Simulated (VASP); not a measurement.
# Ge2Sb2Te5 (P-3m1) in VASP: further runs, part 2 of 2

VASP 6.6.1. The steps go on from the part before.

### 3 Single point, PBEsol

This run uses another cell than the first one, of 29.01 Å³/atom, 1.028 times its volume.

INCAR reads:

```
PREC = Accurate ; ENCUT = 520
EDIFF = 1E-6 ; ISMEAR = 0
SIGMA = 0.03 ; LREAL = False
LASPH = True ; NELM = 80
ALGO = Normal ; ISIF = 2
LWAVE = False ; LCHARG = False
GGA = PS ; NBANDS = 44
```

KPOINTS reads:

```
Automatic mesh
0
Gamma
  9 9 2
```

POSCAR reads:

```
Ge2Sb2Te5
1.0
    4.1603000000      0.0000000000      0.0000000000
   -2.0801500000      3.6029254874      0.0000000000
    0.0000000000      0.0000000000     17.4160000000
Ge Sb Te
2 2 5
Direct
    0.0000000000      0.0000000000      0.3377431858
    0.0000000000      0.0000000000      0.6622568142
    0.3333333333      0.6666666667      0.1166512047
    0.6666666667      0.3333333333      0.8833487953
    0.0000000000      0.0000000000      0.0000000000
    0.3333333333      0.6666666667      0.7813977855
    0.6666666667      0.3333333333      0.2186022145
    0.3333333333      0.6666666667      0.4202212940
    0.6666666667      0.3333333333      0.5797787060
```

Potentials or basis: VASP PAW PBE potentials, release 64 (Ge_d, Sb, Te).

Started as:

```bash
cat potpaw_PBE.64/Ge_d/POTCAR potpaw_PBE.64/Sb/POTCAR potpaw_PBE.64/Te/POTCAR > POTCAR
mpirun -np 1 vasp_std > vasp.out
```

OUTCAR:

```text
PREC = Accurate
   ENCUT = 520
   EDIFF = 1E-6
   ISMEAR = 0
   LREAL = False
   LASPH = True
   NELM = 80
   ISIF = 2
   GGA = PS

 ion  position               nearest neighbor table
   1  0.000  0.000  0.338-   8 2.80   8 2.80   8 2.80   7 3.17   7 3.17   7 3.17
   2  0.000  0.000  0.662-   9 2.80   9 2.80   9 2.80   6 3.17   6 3.17   6 3.17
   3  0.333  0.667  0.117-   7 2.99   7 2.99   7 2.99   5 3.15   5 3.15   5 3.15
   4  0.667  0.333  0.883-   6 2.99   6 2.99   6 2.99   5 3.15   5 3.15   5 3.15
   5  0.000  0.000  0.000-   3 3.15   4 3.15   4 3.15   3 3.15   4 3.15   3 3.15
   6  0.333  0.667  0.781-   4 2.99   4 2.99   4 2.99   2 3.17   2 3.17   2 3.17
   7  0.667  0.333  0.219-   3 2.99   3 2.99   3 2.99   1 3.17   1 3.17   1 3.17
   8  0.333  0.667  0.420-   1 2.80   1 2.80   1 2.80   9 3.67   9 3.67   9 3.67
   9  0.667  0.333  0.580-   2 2.80   2 2.80   2 2.80   8 3.67   8 3.67   8 3.67

  LATTYP: Found a hexagonal cell.
 ALAT       =     4.1603000000
 C/A-ratio  =     4.1862365695

  Lattice vectors:

 A1 = (   4.1603000000,   0.0000000000,   0.0000000000)
 A2 = (  -2.0801500000,   3.6029254874,   0.0000000000)
 A3 = (   0.0000000000,   0.0000000000,  17.4160000000)

Analysis of symmetry for initial positions (statically):
=====================================================================
 Subroutine PRICEL returns:
 Original cell was already a primitive cell.

 Routine SETGRP: Setting up the symmetry group for a
 hexagonal supercell.

 Subroutine GETGRP returns: Found 12 space group operations
 (whereof 12 operations were pure point group operations)
 out of a pool of 24 trial point group operations.

The static configuration has the point symmetry D_3d.

Analysis of symmetry for dynamics (positions and initial velocities):
=====================================================================
 Subroutine PRICEL returns:
 Original cell was already a primitive cell.

 Routine SETGRP: Setting up the symmetry group for a
 hexagonal supercell.

 Subroutine GETGRP returns: Found 12 space group operations
 (whereof 12 operations were pure point group operations)
 out of a pool of 24 trial point group operations.

The dynamic configuration has the point symmetry D_3d.

 Subroutine INISYM returns: Found 12 space group operations
 (whereof 12 operations are pure point group operations),
 and found     1 'primitive' translations

----------------------------------------------------------------------------------------

                                     Primitive cell

  volume of cell :     261.0528

  direct lattice vectors                    reciprocal lattice vectors
     4.160300000  0.000000000  0.000000000     0.240367281  0.138776115  0.000000000
    -2.080150000  3.602925487  0.000000000     0.000000000  0.277552229  0.000000000
     0.000000000  0.000000000 17.416000000     0.000000000  0.000000000  0.057418466

  length of vectors
     4.160300000  4.160300000 17.416000000     0.277552229  0.277552229  0.057418466

  position of ions in fractional coordinates (direct lattice)
     0.000000000  0.000000000  0.337743186
     0.000000000  0.000000000  0.662256814
[... 51 lines left out ...]
  0.333333 -0.000000  0.000000      6.000000
  0.444444 -0.000000  0.000000      6.000000
  0.111111  0.111111  0.000000      6.000000
[... 16 lines left out ...]
  0.333333  0.222222  0.500000     12.000000
  0.333333  0.333333  0.500000      2.000000
   k-points           NKPTS =     24   k-points in BZ     NKDIM =     24   number of bands    NBANDS=     44
   number of dos      NEDOS =    301   number of ions     NIONS =      9
   total plane-waves  NPLWV = 143360
   dimension x,y,z NGX =    32 NGY =   32 NGZ =  140
   dimension x,y,z NGXF=    64 NGYF=   64 NGZF=  280
   ions per type =               2   2   5
   NGX,Y,Z   is equivalent  to a cutoff of  12.79, 12.79, 13.36 a.u.
   NGXF,Y,Z  is equivalent  to a cutoff of  25.57, 25.57, 26.73 a.u.
 SYSTEM =  unknown system
   PREC   = accura    normal or accurate (medium, high low for compatibility)
   ISTART =      0    job   : 0-new  1-cont  2-samecut
   ICHARG =      2    charge: 1-file 2-atom 10-const
   ISPIN  =      1    spin polarized calculation?
   LNONCOLLINEAR =      F non collinear calculations
   LSORBIT =      F    spin-orbit coupling
   LASPH  =      T    aspherical Exc in radial PAW
   ENCUT  =  520.0 eV  38.22 Ry    6.18 a.u.   7.74  7.74 32.38*2*pi/ulx,y,z
   NELM   =     80;   NELMIN=  2; NELMDL= -5     # of ELM steps
   EDIFF  = 0.1E-05   stopping-criterion for ELM
   LREAL  =      F    real-space projection
   EDIFFG = 0.1E-04   stopping-criterion for IOM
   NSW    =      0    number of steps for IOM
   IBRION =     -1    ionic relax: 0-MD 1-quasi-New 2-CG
   NFREE  =      0    steps in history (QN), initial steepest desc. (CG)
   ISIF   =      2    stress and relaxation
   ISYM   =      2    0-nonsym 1-usesym 2-fastsym
   POTIM  = 0.5000    time-step for ionic-motion
   TEBEG  =    0.0;   TEEND  =   0.0 temperature during run
   PSTRESS=    0.0 pullay stress
   NELECT =      68.0000    total number of electrons
   NUPDOWN=      -1.0000    fix difference up-down
   EMIN   =  10.00;   EMAX   =-10.00  energy-range for DOS
   EFERMI =   0.00;   METHOD = LEGACY
   ISMEAR =     0;   SIGMA  =   0.03  broadening in eV -4-tet -1-fermi 0-gaus
   EFERMI_NEDOS =   21; number of points for ismear=-14 and -15
   IALGO  =     38    algorithm
   IMIX   =      4    mixing-type and parameters
     AMIX     =   0.40;   BMIX     =  1.00
     AMIX_MAG =   1.60;   BMIX_MAG =  1.00
  volume/ion in A,a.u.               =      29.01       195.74
  Fermi-wavevector in a.u.,A,eV,Ry     =   1.045526  1.975758 14.872876  1.093126
  Thomas-Fermi vector in A             =   2.180326
   LORBIT       =      0    0 simple, 1 ext, 2 COOP (PROOUT), +10 PAW based schemes
   GGA     = PS    functional components
   LHFCALC =     F    Hartree Fock is set to
   AEXX    =    0.0000 exact exchange contribution
   IVDW    =     0    specifies the selected vdW correction
   LEPSILON=     F    determine dielectric tensor
   LRPA    =     F    only Hartree local field effects (RPA)
 non-spin polarized calculation
 Gauss-broadening in eV      SIGMA  =   0.03
  energy-cutoff  :      520.00
  volume of cell :      261.05
 maximum number of plane-waves:      7108
 NGX is ok and might be reduce to    32
   NGX = 15   NGY = 15   NGZ = 65

 number of electron      68.0000000 magnetization

 Free energy of the ion-electron system (eV)
  ---------------------------------------------------
  ext. energy  EPLUGINS =         0.00000000
  ---------------------------------------------------
  free energy    TOTEN  =       -37.41567097 eV

  energy without entropy =      -37.41435907  energy(sigma->0) =      -37.41501502

 E-fermi :   6.7850     XC(G=0):  -9.7678

 val. band max:        6.7786200656   @ k =   0.1111  -0.0000   0.0000
 cond. band min:       6.7915281681   @ k =   0.0000   0.0000   0.5000
 fundamental gap:      0.0129081025
 Fermi energy:         6.7850066181

 k-point     1 :       0.0000    0.0000    0.0000
  band No.  band energies     occupation
      1     -18.0489      2.00000
      2     -18.0489      2.00000
      3     -18.0489      2.00000
      4     -18.0489      2.00000
      5     -18.0357      2.00000
      6     -18.0357      2.00000
[... 1117 lines left out ...]
     43      11.1286      0.00000
     44      11.1450      0.00000

------------------------ aborting loop because EDIFF is reached ----------------------------------------

  FORCE on cell =-STRESS in cart. coord.  units (eV):
  Direction    XX          YY          ZZ          XY          YZ          ZX
  --------------------------------------------------------------------------------------
  -------------------------------------------------------------------------------------
  Total        1.1309414      1.1309414     -0.5074670      0.0000000      0.0000000      0.0000000
  in kB        6.9410047      6.9410047     -3.1145124      0.0000000      0.0000000      0.0000000
  external PRESSURE =       3.5891656 kB  Pullay stress =       0.0000000 kB

 VOLUME and BASIS-vectors are now :
 -----------------------------------------------------------------------------
  energy-cutoff  :      520.00
  volume of cell :      261.05
      direct lattice vectors                 reciprocal lattice vectors
     4.160300000  0.000000000  0.000000000     0.240367281  0.138776115  0.000000000
    -2.080150000  3.602925487  0.000000000     0.000000000  0.277552229  0.000000000
     0.000000000  0.000000000 17.416000000     0.000000000  0.000000000  0.057418466

 POSITION                                       TOTAL-FORCE (eV/Angst)
 -----------------------------------------------------------------------------------
      0.00000      0.00000      5.88214        -0.000000     -0.000000      0.007750
      0.00000      0.00000     11.53386         0.000000     -0.000000     -0.007750
     -0.00000      2.40195      2.03160         0.000000      0.000000     -0.019687
      2.08015      1.20098     15.38440        -0.000000      0.000000      0.019687
      0.00000      0.00000      0.00000         0.000000      0.000000      0.000000
     -0.00000      2.40195     13.60882        -0.000000      0.000000     -0.009928
      2.08015      1.20098      3.80718         0.000000      0.000000      0.009928
     -0.00000      2.40195      7.31857        -0.000000      0.000000     -0.043353
      2.08015      1.20098     10.09743         0.000000     -0.000000      0.043353
 -----------------------------------------------------------------------------------
    total drift:                                0.000000      0.000000      0.000000

  FREE ENERGIE OF THE ION-ELECTRON SYSTEM (eV)
  ---------------------------------------------------
  free  energy   TOTEN  =       -37.4156709739 eV

  energy  without entropy=      -37.4143590687  energy(sigma->0) =      -37.41501502
```

Run time: 8.6 min. Hardware: 1 thread of Intel Xeon 6975P-C, shared host; peak memory 0.54 GiB.

What came out:

```
Free energy            : -37.4157 eV
Pressure               : 0.4 GPa
Largest force          : 0.043 eV/Å
Band gap on the k mesh : zero (band 34 reaches 6.82 eV, above the bottom of band 35 at 6.78 eV)
```

Forces in eV/Å, atoms in the order of the input:
```
Ge   0.000  0.000  0.008
Ge   0.000  0.000 -0.008
Sb   0.000  0.000 -0.020
Sb   0.000  0.000  0.020
Te   0.000  0.000  0.000
Te   0.000  0.000 -0.010
Te   0.000  0.000  0.010
Te   0.000  0.000 -0.043
Te   0.000  0.000  0.043
```

Stress tensor (GPa, compression positive):
```
 0.69  0.00  0.00
 0.00  0.69  0.00
 0.00  0.00 -0.31
```

Caveat: the PAW data sets were made with another functional, which shifts forces and pressure a little; spin-orbit coupling is left out, which moves the levels of the heavy elements.
